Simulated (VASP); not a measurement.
# Cd (P6_3/mmc) in VASP: single point with PBE

Aim: the single point of Cd with PBE.

All numbers are computed with VASP 6.6.1; they aren't measurements. Logs are shortened: lines on timing, memory, paths and dates and some standing lists are left out, and cuts for length are marked.

## 1. The cell of the first run

Symmetry: P6_3/mmc, No. 194, hexagonal system. The conventional cell has a = 3.032 Å, b = 3.032 Å, c = 17.361 Å, α = 90.00°, β = 90.00°, γ = 120.00°. Cd (site symmetry -6m2) has 12 Cd at 3.03 to 3.38 Å within 4.0 Å. Within 4.0 Å of Cd (site symmetry 3m) lie 12 Cd at 3.03 to 3.39 Å.

## 2. Single point, PBE

Input file INCAR:

```
SYSTEM = Cd
PREC     = Accurate       ! precision mode
ENCUT    = 520            ! plane-wave cutoff, eV
EDIFF    = 1E-7           ! SCF threshold, eV
ISMEAR   = 0              ! smearing method
SIGMA    = 0.1            ! smearing width, eV
LREAL    = .FALSE.        ! projectors in reciprocal space
LASPH    = .TRUE.         ! aspherical terms in the spheres
NELM     = 100            ! most SCF steps
ALGO     = Fast           ! electronic algorithm
ISIF     = 2              ! what is computed and relaxed
LWAVE    = .FALSE.        ! write WAVECAR
LCHARG   = .TRUE.         ! write CHGCAR
GGA      = PE             ! functional
LELF     = .TRUE.         ! ELF
LVHAR    = .TRUE.       
NBANDS   = 45             ! bands
```

Input file KPOINTS:

```
regular mesh
0
G
  18 18 3
  0 0 0
```

Input file POSCAR:

```
Cd
1.0
    3.0317239929      0.0000000000      0.0000000000
   -1.5158619964      2.6255499951      0.0000000000
    0.0000000000      0.0000000000     17.3612000333
Cd
6
Direct
    0.0000000000      0.0000000000      0.0000000000
    0.3333333333      0.6666666667      0.1665020027
    0.6666666667      0.3333333333      0.3334979973
    0.0000000000      0.0000000000      0.5000000000
    0.6666666667      0.3333333333      0.6665020027
    0.3333333333      0.6666666667      0.8334979973
```

Potentials or basis: VASP PAW PBE potentials, release 64 (Cd).

Launch:

```
$ cat potpaw_PBE.64/Cd/POTCAR > POTCAR
$ mpirun -np 1 vasp_std > vasp.out
```

OUTCAR:

```text
SYSTEM = Cd
   PREC = Accurate
   ENCUT = 520
   EDIFF = 1E-7
   ISMEAR = 0
   LREAL = .FALSE.
   LASPH = .TRUE.
   NELM = 100
   ISIF = 2
   GGA = PE

 ion  position               nearest neighbor table
   1  0.000  0.000  0.000-   2 3.38   6 3.38   2 3.38   6 3.38   2 3.38   6 3.38
   2  0.333  0.667  0.167-   1 3.38   1 3.38   1 3.38   3 3.39   3 3.39   3 3.39
   3  0.667  0.333  0.333-   4 3.38   4 3.38   4 3.38   2 3.39   2 3.39   2 3.39
   4  0.000  0.000  0.500-   3 3.38   5 3.38   3 3.38   5 3.38   3 3.38   5 3.38
   5  0.667  0.333  0.667-   4 3.38   4 3.38   4 3.38   6 3.39   6 3.39   6 3.39
   6  0.333  0.667  0.833-   1 3.38   1 3.38   1 3.38   5 3.39   5 3.39   5 3.39

  LATTYP: Found a hexagonal cell.
 ALAT       =     3.0317239929
 C/A-ratio  =     5.7265107490

  Lattice vectors:

 A1 = (   3.0317239929,   0.0000000000,   0.0000000000)
 A2 = (  -1.5158619964,   2.6255499951,   0.0000000000)
 A3 = (   0.0000000000,   0.0000000000,  17.3612000333)

Analysis of symmetry for initial positions (statically):
=====================================================================
 Subroutine PRICEL returns:
 Original cell was already a primitive cell.

 Routine SETGRP: Setting up the symmetry group for a
 hexagonal supercell.

 Subroutine GETGRP returns: Found 24 space group operations
 (whereof 12 operations were pure point group operations)
 out of a pool of 24 trial point group operations.

The static configuration has the point symmetry D_3h.
 The point group associated with its full space group is D_6h.

Analysis of symmetry for dynamics (positions and initial velocities):
=====================================================================
 Subroutine PRICEL returns:
 Original cell was already a primitive cell.

 Routine SETGRP: Setting up the symmetry group for a
 hexagonal supercell.

 Subroutine GETGRP returns: Found 24 space group operations
 (whereof 12 operations were pure point group operations)
 out of a pool of 24 trial point group operations.

The dynamic configuration has the point symmetry D_3h.
 The point group associated with its full space group is D_6h.

 Subroutine INISYM returns: Found 24 space group operations
 (whereof 12 operations are pure point group operations),
 and found     1 'primitive' translations

----------------------------------------------------------------------------------------

                                     Primitive cell

  volume of cell :     138.1942

  direct lattice vectors                    reciprocal lattice vectors
     3.031723993  0.000000000  0.000000000     0.329845330  0.190436290  0.000000000
    -1.515861996  2.625549995  0.000000000     0.000000000  0.380872580  0.000000000
     0.000000000  0.000000000 17.361200033     0.000000000  0.000000000  0.057599705

  length of vectors
     3.031723993  3.031723993 17.361200033     0.380872580  0.380872580  0.057599705

  position of ions in fractional coordinates (direct lattice)
     0.000000000  0.000000000  0.000000000
     0.333333333  0.666666667  0.166502003
     0.666666667  0.333333333  0.333497997
     0.000000000  0.000000000  0.500000000
     0.666666667  0.333333333  0.666502003
     0.333333333  0.666666667  0.833497997

  ion indices of the primitive-cell ions
   primitive index   ion index
                 1           1
                 2           2
                 3           3
                 4           4
                 5           5
                 6           6

----------------------------------------------------------------------------------------

 KPOINTS: regular mesh

Automatic generation of k-mesh.
 Grid dimensions read from file:
 generate k-points for:   18   18    3

 Generating k-lattice:

  Cartesian coordinates                     Fractional coordinates (reciprocal lattice)
     0.018324741  0.010579794  0.000000000     0.055555556 -0.000000000  0.000000000
     0.000000000  0.021159588  0.000000000     0.000000000  0.055555556  0.000000000
     0.000000000  0.000000000  0.019199902     0.000000000  0.000000000  0.333333333

  Length of vectors
     0.021159588  0.021159588  0.019199902

  Shift w.r.t. Gamma in fractional coordinates (k-lattice)
     0.000000000  0.000000000  0.000000000

 Subroutine IBZKPT returns following result:
 ===========================================

 Found     74 irreducible k-points:

 Following reciprocal coordinates:
            Coordinates               Weight
  0.000000  0.000000  0.000000      1.000000
  0.055556  0.000000  0.000000      6.000000
  0.111111  0.000000  0.000000      6.000000
  0.166667  0.000000  0.000000      6.000000
  0.222222  0.000000  0.000000      6.000000
  0.277778 -0.000000  0.000000      6.000000
[... 16 lines left out ...]
  0.333333  0.111111  0.000000     12.000000
  0.388889  0.111111  0.000000     12.000000
 [... further k-points ...]
   k-points           NKPTS =     74   k-points in BZ     NKDIM =     74   number of bands    NBANDS=     45
   number of dos      NEDOS =    301   number of ions     NIONS =      6
   total plane-waves  NPLWV =  80640
   dimension x,y,z NGX =    24 NGY =   24 NGZ =  140
   dimension x,y,z NGXF=    48 NGYF=   48 NGZF=  280
   ions per type =               6
   NGX,Y,Z   is equivalent  to a cutoff of  13.16, 13.16, 13.41 a.u.
   NGXF,Y,Z  is equivalent  to a cutoff of  26.32, 26.32, 26.81 a.u.
 SYSTEM =  Cd
   PREC   = accura    normal or accurate (medium, high low for compatibility)
   ISTART =      0    job   : 0-new  1-cont  2-samecut
   ICHARG =      2    charge: 1-file 2-atom 10-const
   ISPIN  =      1    spin polarized calculation?
   LNONCOLLINEAR =      F non collinear calculations
   LSORBIT =      F    spin-orbit coupling
   LASPH  =      T    aspherical Exc in radial PAW
   ENCUT  =  520.0 eV  38.22 Ry    6.18 a.u.   5.64  5.64 32.28*2*pi/ulx,y,z
   NELM   =    100;   NELMIN=  2; NELMDL= -5     # of ELM steps
   EDIFF  = 0.1E-06   stopping-criterion for ELM
   LREAL  =      F    real-space projection
   EDIFFG = 0.1E-05   stopping-criterion for IOM
   NSW    =      0    number of steps for IOM
   IBRION =     -1    ionic relax: 0-MD 1-quasi-New 2-CG
   NFREE  =      0    steps in history (QN), initial steepest desc. (CG)
   ISIF   =      2    stress and relaxation
   ISYM   =      2    0-nonsym 1-usesym 2-fastsym
   POTIM  = 0.5000    time-step for ionic-motion
   TEBEG  =    0.0;   TEEND  =   0.0 temperature during run
   PSTRESS=    0.0 pullay stress
   NELECT =      72.0000    total number of electrons
   NUPDOWN=      -1.0000    fix difference up-down
   EMIN   =  10.00;   EMAX   =-10.00  energy-range for DOS
   EFERMI =   0.00;   METHOD = LEGACY
   ISMEAR =     0;   SIGMA  =   0.10  broadening in eV -4-tet -1-fermi 0-gaus
   EFERMI_NEDOS =   21; number of points for ismear=-14 and -15
   IALGO  =     68    algorithm
   IMIX   =      4    mixing-type and parameters
     AMIX     =   0.40;   BMIX     =  1.00
     AMIX_MAG =   1.60;   BMIX_MAG =  1.00
  volume/ion in A,a.u.               =      23.03       155.43
  Fermi-wavevector in a.u.,A,eV,Ry     =   1.317313  2.489361 23.610387  1.735315
  Thomas-Fermi vector in A             =   2.447363
   LORBIT       =      0    0 simple, 1 ext, 2 COOP (PROOUT), +10 PAW based schemes
   GGA     = PE    functional components
   LHFCALC =     F    Hartree Fock is set to
   AEXX    =    0.0000 exact exchange contribution
   IVDW    =     0    specifies the selected vdW correction
   LEPSILON=     F    determine dielectric tensor
   LRPA    =     F    only Hartree local field effects (RPA)
 non-spin polarized calculation
 RMM-DIIS sequential band-by-band and
 Gauss-broadening in eV      SIGMA  =   0.10
  energy-cutoff  :      520.00
  volume of cell :      138.19
 maximum number of plane-waves:      3761
 NGX is ok and might be reduce to    24
   NGX = 11   NGY = 11   NGZ = 65

 number of electron      71.9999987 magnetization

 Free energy of the ion-electron system (eV)
  ---------------------------------------------------
  ext. energy  EPLUGINS =         0.00000000
  ---------------------------------------------------
  free energy    TOTEN  =        -4.45029805 eV

  energy without entropy =       -4.43965119  energy(sigma->0) =       -4.44497462

 E-fermi :   2.4684     XC(G=0): -10.6885

 val. band max:        2.4513356017   @ k =   0.3889   0.2222   0.3333
 cond. band min:       2.4922762035   @ k =   0.4444   0.0556   0.3333
 fundamental gap:      0.0409406018
 Fermi energy:         2.4684146499

 k-point     1 :       0.0000    0.0000    0.0000
  band No.  band energies     occupation
      1      -7.1181      2.00000
      2      -7.0682      2.00000
      3      -7.0619      2.00000
      4      -6.9601      2.00000
      5      -6.9576      2.00000
      6      -6.9072      2.00000
[... 37 lines left out ...]
     44      16.7351      0.00000
     45      16.9641      0.00000

 k-point     2 :       0.0556    0.0000    0.0000
  band No.  band energies     occupation
      1      -7.0885      2.00000
      2      -7.0396      2.00000
      3      -7.0328      2.00000
      4      -6.9334      2.00000
      5      -6.9302      2.00000
      6      -6.8815      2.00000
[... 37 lines left out ...]
     44      15.9126      0.00000
     45      15.9290      0.00000

 k-point     3 :       0.1111    0.0000    0.0000
  band No.  band energies     occupation
      1      -7.0131      2.00000
      2      -6.9690      2.00000
      3      -6.9602      2.00000
      4      -6.8715      2.00000
      5      -6.8655      2.00000
      6      -6.8208      2.00000
[... 37 lines left out ...]
     44      13.9159      0.00000
     45      13.9351      0.00000

 k-point     4 :       0.1667    0.0000    0.0000
  band No.  band energies     occupation
      1      -6.9523      2.00000
      2      -6.9142      2.00000
      3      -6.9045      2.00000
      4      -6.8212      2.00000
      5      -6.8138      2.00000
      6      -6.7643      2.00000
[... 901 lines left out ...]
     44       7.8734      0.00000
     45       9.3711      0.00000

 k-point    23 :       0.3333    0.1111    0.0000
  band No.  band energies     occupation
      1      -7.0900      2.00000
      2      -7.0438      2.00000
      3      -7.0372      2.00000
      4      -6.9546      2.00000
      5      -6.9537      2.00000
      6      -6.9371      2.00000
[... 37 lines left out ...]
     44       7.2537      0.00000
     45       8.1279      0.00000

 k-point    24 :       0.3889    0.1111    0.0000
  band No.  band energies     occupation
      1      -7.1335      2.00000
      2      -7.0843      2.00000
      3      -7.0781      2.00000
      4      -6.9961      2.00000
      5      -6.9951      2.00000
      6      -6.9814      2.00000
[... 37 lines left out ...]
     44       7.4989      0.00000
     45       8.1941      0.00000

 [... further k-points ...]

------------------------ aborting loop because EDIFF is reached ----------------------------------------

  FORCE on cell =-STRESS in cart. coord.  units (eV):
  Direction    XX          YY          ZZ          XY          YZ          ZX
  --------------------------------------------------------------------------------------
  -------------------------------------------------------------------------------------
  Total        0.2955535      0.2955535      0.1172138      0.0000000      0.0000000      0.0000000
  in kB        3.4265496      3.4265496      1.3589380      0.0000000      0.0000000      0.0000000
  external PRESSURE =       2.7373457 kB  Pullay stress =       0.0000000 kB

 VOLUME and BASIS-vectors are now :
 -----------------------------------------------------------------------------
  energy-cutoff  :      520.00
  volume of cell :      138.19
      direct lattice vectors                 reciprocal lattice vectors
     3.031723993  0.000000000  0.000000000     0.329845330  0.190436290  0.000000000
    -1.515861996  2.625549995  0.000000000     0.000000000  0.380872580  0.000000000
     0.000000000  0.000000000 17.361200033     0.000000000  0.000000000  0.057599705

 POSITION                                       TOTAL-FORCE (eV/Angst)
 -----------------------------------------------------------------------------------
      0.00000      0.00000      0.00000        -0.000000      0.000000     -0.000000
     -0.00000      1.75037      2.89067         0.000000      0.000000      0.001702
      1.51586      0.87518      5.78993         0.000000     -0.000000     -0.001702
      0.00000      0.00000      8.68060         0.000000     -0.000000     -0.000000
      1.51586      0.87518     11.57127         0.000000     -0.000000      0.001702
     -0.00000      1.75037     14.47053        -0.000000      0.000000     -0.001702
 -----------------------------------------------------------------------------------
    total drift:                               -0.000000     -0.000000      0.000000

  FREE ENERGIE OF THE ION-ELECTRON SYSTEM (eV)
  ---------------------------------------------------
  free  energy   TOTEN  =        -4.4502980527 eV

  energy  without entropy=       -4.4396511872  energy(sigma->0) =       -4.44497462
```

Run time: 3.6 min. Hardware: 1 thread of AMD EPYC 9R45 (Zen 5), shared host; peak memory 0.44 GiB.

What came out:

- Free energy: -4.4503 eV
- Pressure: 0.3 GPa
- Band gap on the k mesh: zero (bands 36 and 37 overlap by 4.46 eV)

Stress tensor (GPa, compression positive):
```
0.34 0.00 0.00
0.00 0.34 0.00
0.00 0.00 0.14
```

Levels at points of the mesh, in eV from the Fermi level:
```tsv
k point	band 32	band 33	band 34	band 35	band 36	band 37	band 38	band 39	band 40	band 41
(0.00, 0.00, 0.00)	-7.76	-7.74	-5.92	-5.91	-3.13	-2.73	1.08	1.10	5.90	5.92
(0.50, 0.00, 0.00)	-1.93	-1.67	-1.60	-1.25	-1.22	0.03	0.03	0.82	0.82	2.35
```
